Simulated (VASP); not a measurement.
# SbO5 (P-6m2) in VASP: further runs

Runs on SbO5. Level: PBE. Tasks: single point.

Program: VASP 6.6.1. These are calculated values, not measurements. Logs are shortened: lines on timing, memory, paths and dates and some standing lists are left out, and cuts for length are marked.

### Step 1. The cell of the first run

It takes space group P-6m2 (No. 187, hexagonal). The conventional cell has a = 2.560 Å, b = 2.560 Å, c = 12.443 Å, α = 90.00°, β = 90.00°, γ = 120.00°. Sb (site symmetry -6m2) has 6 O at 2.53 Å and 6 Sb at 2.56 Å within 3.3 Å. Within 3.3 Å of O (site symmetry 3m) lie 3 Sb at 2.53 Å and 9 O at 2.56 Å. O (site symmetry 3m) has 12 O at 2.56 Å within 3.4 Å. O (site symmetry -6m2) has 12 O at 2.56 Å within 3.4 Å.

The cell was built from a structure type or drawn by symmetry, and may not be a known phase.

### Step 2. Single point, PBE

The input, INCAR:

```
SYSTEM = SbO5
  ALGO = Normal
  EDIFF = 1E-6
  ENCUT = 520
  GGA = PE
  ISIF = 2
  ISMEAR = 0
  LASPH = .TRUE.
  LCHARG = .FALSE.
  LREAL = .FALSE.
  LWAVE = .FALSE.
  NBANDS = 26
  NELM = 60
  PREC = Accurate
  SIGMA = 0.1
```

The input, KPOINTS:

```
k-points
0
G
  6 6 2
  0 0 0
```

The input, POSCAR:

```
SbO5
1.0
    2.5598886500      0.0000000000      0.0000000000
   -1.2799443300      2.2169286000      0.0000000000
    0.0000000000      0.0000000000     12.4429551600
Sb O
1 5
Direct
    0.0000000000      0.0000000000      0.0000000000
    0.6666666700      0.3333333300      0.8353336500
    0.0000000000      0.0000000000      0.6676422400
    0.6666666700      0.3333333300      0.5000000000
    0.0000000000      0.0000000000      0.3323577600
    0.6666666700      0.3333333300      0.1646663500
```

Potentials or basis: VASP PAW PBE potentials, release 64 (Sb, O).

Run with:

```sh
$ cat potpaw_PBE.64/Sb/POTCAR potpaw_PBE.64/O/POTCAR > POTCAR
$ mpirun -np 1 vasp_std > vasp.out
```

OUTCAR:

```text
SYSTEM = SbO5
   EDIFF = 1E-6
   ENCUT = 520
   GGA = PE
   ISIF = 2
   ISMEAR = 0
   LASPH = .TRUE.
   LREAL = .FALSE.
   NELM = 60
   PREC = Accurate

 ion  position               nearest neighbor table
   1  0.000  0.000  0.000-   2 2.53   6 2.53   2 2.53   6 2.53   2 2.53   6 2.53
   2  0.667  0.333  0.835-   1 2.53   1 2.53   1 2.53
   3  0.000  0.000  0.668-
   4  0.667  0.333  0.500-
   5  0.000  0.000  0.332-
   6  0.667  0.333  0.165-   1 2.53   1 2.53   1 2.53

  LATTYP: Found a hexagonal cell.
 ALAT       =     2.5598886500
 C/A-ratio  =     4.8607407826

  Lattice vectors:

 A1 = (   2.5598886500,   0.0000000000,   0.0000000000)
 A2 = (  -1.2799443300,   2.2169286000,   0.0000000000)
 A3 = (   0.0000000000,   0.0000000000,  12.4429551600)

Analysis of symmetry for initial positions (statically):
=====================================================================
 Subroutine PRICEL returns:
 Original cell was already a primitive cell.

 Routine SETGRP: Setting up the symmetry group for a
 hexagonal supercell.

 Subroutine GETGRP returns: Found 12 space group operations
 (whereof 12 operations were pure point group operations)
 out of a pool of 24 trial point group operations.

The static configuration has the point symmetry D_3h.

Analysis of symmetry for dynamics (positions and initial velocities):
=====================================================================
 Subroutine PRICEL returns:
 Original cell was already a primitive cell.

 Routine SETGRP: Setting up the symmetry group for a
 hexagonal supercell.

 Subroutine GETGRP returns: Found 12 space group operations
 (whereof 12 operations were pure point group operations)
 out of a pool of 24 trial point group operations.

The dynamic configuration has the point symmetry D_3h.

 Subroutine INISYM returns: Found 12 space group operations
 (whereof 12 operations are pure point group operations),
 and found     1 'primitive' translations

----------------------------------------------------------------------------------------

                                     Primitive cell

  volume of cell :      70.6149

  direct lattice vectors                    reciprocal lattice vectors
     2.559888650  0.000000000  0.000000000     0.390641991  0.225537260  0.000000000
    -1.279944330  2.216928600  0.000000000     0.000000000  0.451074518  0.000000000
     0.000000000  0.000000000 12.442955160     0.000000000  0.000000000  0.080366761

  length of vectors
     2.559888650  2.559888651 12.442955160     0.451074518  0.451074518  0.080366761

  position of ions in fractional coordinates (direct lattice)
     0.000000000  0.000000000  0.000000000
     0.666666670  0.333333330  0.835333650
     0.000000000  0.000000000  0.667642240
     0.666666670  0.333333330  0.500000000
     0.000000000  0.000000000  0.332357760
     0.666666670  0.333333330  0.164666350

  ion indices of the primitive-cell ions
   primitive index   ion index
                 1           1
                 2           2
                 3           3
                 4           4
                 5           5
                 6           6

----------------------------------------------------------------------------------------

 KPOINTS: k-points

Automatic generation of k-mesh.
 Grid dimensions read from file:
 generate k-points for:    6    6    2

 Generating k-lattice:

  Cartesian coordinates                     Fractional coordinates (reciprocal lattice)
     0.065106999  0.037589543  0.000000000     0.166666667  0.000000000  0.000000000
     0.000000000  0.075179086  0.000000000     0.000000000  0.166666667  0.000000000
     0.000000000  0.000000000  0.040183380     0.000000000  0.000000000  0.500000000

  Length of vectors
     0.075179086  0.075179086  0.040183380

  Shift w.r.t. Gamma in fractional coordinates (k-lattice)
     0.000000000  0.000000000  0.000000000

 Subroutine IBZKPT returns following result:
 ===========================================

 Found     14 irreducible k-points:

 Following reciprocal coordinates:
            Coordinates               Weight
  0.000000  0.000000  0.000000      1.000000
  0.166667  0.000000  0.000000      6.000000
  0.333333  0.000000  0.000000      6.000000
  0.500000  0.000000  0.000000      3.000000
  0.166667  0.166667  0.000000      6.000000
  0.333333  0.166667  0.000000     12.000000
  0.333333  0.333333  0.000000      2.000000
  0.000000  0.000000  0.500000      1.000000
  0.166667  0.000000  0.500000      6.000000
  0.333333  0.000000  0.500000      6.000000
  0.500000  0.000000  0.500000      3.000000
  0.166667  0.166667  0.500000      6.000000
  0.333333  0.166667  0.500000     12.000000
  0.333333  0.333333  0.500000      2.000000
   k-points           NKPTS =     14   k-points in BZ     NKDIM =     14   number of bands    NBANDS=     26
   number of dos      NEDOS =    301   number of ions     NIONS =      6
   total plane-waves  NPLWV =  38400
   dimension x,y,z NGX =    20 NGY =   20 NGZ =   96
   dimension x,y,z NGXF=    40 NGYF=   40 NGZF=  192
   ions per type =               1   5
   NGX,Y,Z   is equivalent  to a cutoff of  12.99, 12.99, 12.83 a.u.
   NGXF,Y,Z  is equivalent  to a cutoff of  25.98, 25.98, 25.65 a.u.
 SYSTEM =  SbO5
   PREC   = accura    normal or accurate (medium, high low for compatibility)
   ISTART =      0    job   : 0-new  1-cont  2-samecut
   ICHARG =      2    charge: 1-file 2-atom 10-const
   ISPIN  =      1    spin polarized calculation?
   LNONCOLLINEAR =      F non collinear calculations
   LSORBIT =      F    spin-orbit coupling
   LASPH  =      T    aspherical Exc in radial PAW
   ENCUT  =  520.0 eV  38.22 Ry    6.18 a.u.   4.76  4.76 23.14*2*pi/ulx,y,z
   NELM   =     60;   NELMIN=  2; NELMDL= -5     # of ELM steps
   EDIFF  = 0.1E-05   stopping-criterion for ELM
   LREAL  =      F    real-space projection
   EDIFFG = 0.1E-04   stopping-criterion for IOM
   NSW    =      0    number of steps for IOM
   IBRION =     -1    ionic relax: 0-MD 1-quasi-New 2-CG
   NFREE  =      0    steps in history (QN), initial steepest desc. (CG)
   ISIF   =      2    stress and relaxation
   ISYM   =      2    0-nonsym 1-usesym 2-fastsym
   POTIM  = 0.5000    time-step for ionic-motion
   TEBEG  =    0.0;   TEEND  =   0.0 temperature during run
   PSTRESS=    0.0 pullay stress
   NELECT =      35.0000    total number of electrons
   NUPDOWN=      -1.0000    fix difference up-down
   EMIN   =  10.00;   EMAX   =-10.00  energy-range for DOS
   EFERMI =   0.00;   METHOD = LEGACY
   ISMEAR =     0;   SIGMA  =   0.10  broadening in eV -4-tet -1-fermi 0-gaus
   EFERMI_NEDOS =   21; number of points for ismear=-14 and -15
   IALGO  =     38    algorithm
   IMIX   =      4    mixing-type and parameters
     AMIX     =   0.40;   BMIX     =  1.00
     AMIX_MAG =   1.60;   BMIX_MAG =  1.00
  volume/ion in A,a.u.               =      11.77        79.42
  Fermi-wavevector in a.u.,A,eV,Ry     =   1.295583  2.448298 22.837877  1.678537
  Thomas-Fermi vector in A             =   2.427094
   LORBIT       =      0    0 simple, 1 ext, 2 COOP (PROOUT), +10 PAW based schemes
   GGA     = PE    functional components
   LHFCALC =     F    Hartree Fock is set to
   AEXX    =    0.0000 exact exchange contribution
   IVDW    =     0    specifies the selected vdW correction
   LEPSILON=     F    determine dielectric tensor
   LRPA    =     F    only Hartree local field effects (RPA)
 non-spin polarized calculation
 Gauss-broadening in eV      SIGMA  =   0.10
  energy-cutoff  :      520.00
  volume of cell :       70.61
 maximum number of plane-waves:      1920
 NGX is ok and might be reduce to    20
   NGX =  9   NGY =  9   NGZ = 47

 number of electron      35.0000002 magnetization

 Free energy of the ion-electron system (eV)
  ---------------------------------------------------
  ext. energy  EPLUGINS =         0.00000000
  ---------------------------------------------------
  free energy    TOTEN  =       -13.86445616 eV

  energy without entropy =      -13.82005305  energy(sigma->0) =      -13.84225460

 E-fermi :   2.5883     XC(G=0): -10.7680

 val. band max:        2.5691391535   @ k =   0.3333   0.3333   0.0000
 cond. band min:       2.5939289175   @ k =   0.3333   0.0000   0.0000
 fundamental gap:      0.0247897639
 Fermi energy:         2.5883114419

 k-point     1 :       0.0000    0.0000    0.0000
  band No.  band energies     occupation
      1     -16.4822      2.00000
      2     -15.4431      2.00000
      3     -15.1032      2.00000
      4     -14.2448      2.00000
      5     -13.7528      2.00000
      6     -12.0638      2.00000
[... 18 lines left out ...]
     25      16.3409      0.00000
     26      17.1016      0.00000

 k-point     2 :       0.1667    0.0000    0.0000
  band No.  band energies     occupation
      1     -15.8903      2.00000
      2     -15.0508      2.00000
      3     -14.7409      2.00000
      4     -13.9537      2.00000
      5     -13.4992      2.00000
      6     -11.5071      2.00000
[... 18 lines left out ...]
     25      13.6590      0.00000
     26      16.4792      0.00000

 k-point     3 :       0.3333    0.0000    0.0000
  band No.  band energies     occupation
      1     -14.5308      2.00000
      2     -14.1323      2.00000
      3     -13.8792      2.00000
      4     -13.3280      2.00000
      5     -13.0168      2.00000
      6      -9.5665      2.00000
[... 18 lines left out ...]
     25      13.0753      0.00000
     26      13.6594      0.00000

 k-point     4 :       0.5000    0.0000    0.0000
  band No.  band energies     occupation
      1     -13.7284      2.00000
      2     -13.5531      2.00000
      3     -13.3175      2.00000
      4     -13.0129      2.00000
      5     -12.8734      2.00000
      6      -6.1078      2.00000
[... 18 lines left out ...]
     25      11.5530      0.00000
     26      12.8728      0.00000

 k-point     5 :       0.1667    0.1667    0.0000
  band No.  band energies     occupation
      1     -14.9037      2.00000
      2     -14.3886      2.00000
      3     -14.1215      2.00000
      4     -13.4900      2.00000
      5     -13.1278      2.00000
      6     -10.2511      2.00000
[... 18 lines left out ...]
     25      15.4473      0.00000
     26      16.3684      0.00000

 k-point     6 :       0.3333    0.1667    0.0000
  band No.  band energies     occupation
      1     -13.7805      2.00000
      2     -13.5826      2.00000
      3     -13.3510      2.00000
      4     -13.0119      2.00000
      5     -12.8468      2.00000
      6      -7.2436      2.00000
[... 18 lines left out ...]
     25      12.2609      0.00000
     26      15.7152      0.00000

 k-point     7 :       0.3333    0.3333    0.0000
  band No.  band energies     occupation
      1     -13.4024      2.00000
      2     -13.2802      2.00000
      3     -12.9852      2.00000
      4     -12.8776      2.00000
      5     -12.8672      2.00000
      6      -3.2603      2.00000
[... 18 lines left out ...]
     25      11.2559      0.00000
     26      14.3370      0.00000

 k-point     8 :       0.0000    0.0000    0.5000
  band No.  band energies     occupation
      1     -16.4796      2.00000
      2     -15.5075      2.00000
      3     -14.9499      2.00000
      4     -14.4242      2.00000
      5     -13.6522      2.00000
      6     -12.0779      2.00000
[... 18 lines left out ...]
     25      16.0511      0.00000
     26      17.0785      0.00000

 k-point     9 :       0.1667    0.0000    0.5000
  band No.  band energies     occupation
      1     -15.8863      2.00000
      2     -15.1147      2.00000
      3     -14.6043      2.00000
      4     -14.0973      2.00000
      5     -13.4266      2.00000
      6     -11.5134      2.00000
[... 18 lines left out ...]
     25      13.6596      0.00000
     26      16.6032      0.00000

 k-point    10 :       0.3333    0.0000    0.5000
  band No.  band energies     occupation
      1     -14.5225      2.00000
      2     -14.1789      2.00000
      3     -13.8068      2.00000
      4     -13.3857      2.00000
      5     -12.9933      2.00000
      6      -9.5668      2.00000
[... 18 lines left out ...]
     25      13.0754      0.00000
     26      13.6603      0.00000

 k-point    11 :       0.5000    0.0000    0.5000
  band No.  band energies     occupation
      1     -13.7242      2.00000
      2     -13.5648      2.00000
      3     -13.3027      2.00000
      4     -13.0254      2.00000
      5     -12.8680      2.00000
      6      -6.1077      2.00000
[... 18 lines left out ...]
     25      11.5548      0.00000
     26      12.8730      0.00000

 k-point    12 :       0.1667    0.1667    0.5000
  band No.  band energies     occupation
      1     -14.8965      2.00000
      2     -14.4435      2.00000
      3     -14.0266      2.00000
      4     -13.5716      2.00000
      5     -13.0926      2.00000
      6     -10.2520      2.00000
[... 18 lines left out ...]
     25      15.4473      0.00000
     26      16.3687      0.00000

 k-point    13 :       0.3333    0.1667    0.5000
  band No.  band energies     occupation
      1     -13.7752      2.00000
      2     -13.5992      2.00000
      3     -13.3301      2.00000
      4     -13.0284      2.00000
      5     -12.8399      2.00000
      6      -7.2435      2.00000
[... 18 lines left out ...]
     25      12.2611      0.00000
     26      15.7159      0.00000

 k-point    14 :       0.3333    0.3333    0.5000
  band No.  band energies     occupation
      1     -13.4020      2.00000
      2     -13.2805      2.00000
      3     -12.9851      2.00000
      4     -12.8773      2.00000
      5     -12.8674      2.00000
      6      -3.2598      2.00000
[... 18 lines left out ...]
     25      11.2564      0.00000
     26      14.3367      0.00000

------------------------ aborting loop because EDIFF is reached ----------------------------------------

  FORCE on cell =-STRESS in cart. coord.  units (eV):
  Direction    XX          YY          ZZ          XY          YZ          ZX
  --------------------------------------------------------------------------------------
  -------------------------------------------------------------------------------------
  Total       13.8135052     13.8135052    -13.8495773     -0.0000000      0.0000000     -0.0000000
  in kB      313.4138332    313.4138327   -314.2322702     -0.0000007      0.0000000     -0.0000000
  external PRESSURE =     104.1984652 kB  Pullay stress =       0.0000000 kB

 VOLUME and BASIS-vectors are now :
 -----------------------------------------------------------------------------
  energy-cutoff  :      520.00
  volume of cell :       70.61
      direct lattice vectors                 reciprocal lattice vectors
     2.559888650  0.000000000  0.000000000     0.390641991  0.225537260  0.000000000
    -1.279944330  2.216928600  0.000000000     0.000000000  0.451074518  0.000000000
     0.000000000  0.000000000 12.442955160     0.000000000  0.000000000  0.080366761

 POSITION                                       TOTAL-FORCE (eV/Angst)
 -----------------------------------------------------------------------------------
      0.00000      0.00000      0.00000        -0.000000      0.000000      0.000000
      1.27994      0.73898     10.39402         0.000000     -0.000000      1.798106
      0.00000      0.00000      8.30744        -0.000000      0.000000     -0.647093
      1.27994      0.73898      6.22148         0.000000      0.000000      0.000000
      0.00000      0.00000      4.13551        -0.000000      0.000000      0.647093
      1.27994      0.73898      2.04894         0.000000     -0.000000     -1.798106
 -----------------------------------------------------------------------------------
    total drift:                               -0.000047      0.000027      0.000000

  FREE ENERGIE OF THE ION-ELECTRON SYSTEM (eV)
  ---------------------------------------------------
  free  energy   TOTEN  =       -13.8644561588 eV

  energy  without entropy=      -13.8200530511  energy(sigma->0) =      -13.84225460
```

It took 66 s on 1 thread of Intel Xeon 8259CL, shared host; peak memory 0.19 GiB.

Results:

- Free energy: -13.8645 eV
- Pressure: 10.4 GPa
- Largest force: 1.798 eV/Å
- Band gap on the k mesh: zero (an odd number of electrons rules out a gap without spin polarisation)

Forces in eV/Å, atoms in the order of the input:
```
Sb   0.000  0.000  0.000
O    0.000  0.000  1.798
O    0.000  0.000 -0.647
O    0.000  0.000  0.000
O    0.000  0.000  0.647
O    0.000  0.000 -1.798
```

Stress tensor (GPa, compression positive):
```
 31.34   0.00   0.00
  0.00  31.34   0.00
  0.00   0.00 -31.42
```

Levels at points of the mesh, in eV from the Fermi level:
| k point | band 14 | band 15 | band 16 | band 17 | band 18 | band 19 | band 20 | band 21 |
| --- | --- | --- | --- | --- | --- | --- | --- | --- |
| (0.00, 0.00, 0.00) | 0.62 | 0.62 | 0.68 | 0.68 | 0.86 | 0.86 | 0.95 | 0.95 |
| (0.50, 0.00, 0.00) | -0.80 | -0.50 | -0.42 | -0.31 | -0.20 | -0.08 | 0.12 | 0.22 |
| (0.00, 0.00, 0.50) | 0.61 | 0.65 | 0.69 | 0.69 | 0.86 | 0.86 | 0.95 | 0.95 |
| (0.50, 0.00, 0.50) | -1.10 | -0.45 | -0.42 | -0.15 | -0.11 | -0.06 | 0.01 | 0.18 |

Caveat: the k points lie up to 0.47 Å⁻¹ apart, too coarse for converged energies and pressures of a metal; spin-orbit coupling is left out, which moves the levels of the heavy elements; an odd number of electrons without spin polarisation forces a metal; a magnetic or distorted state may lie lower.

(Part 1 of 2 ends here.)
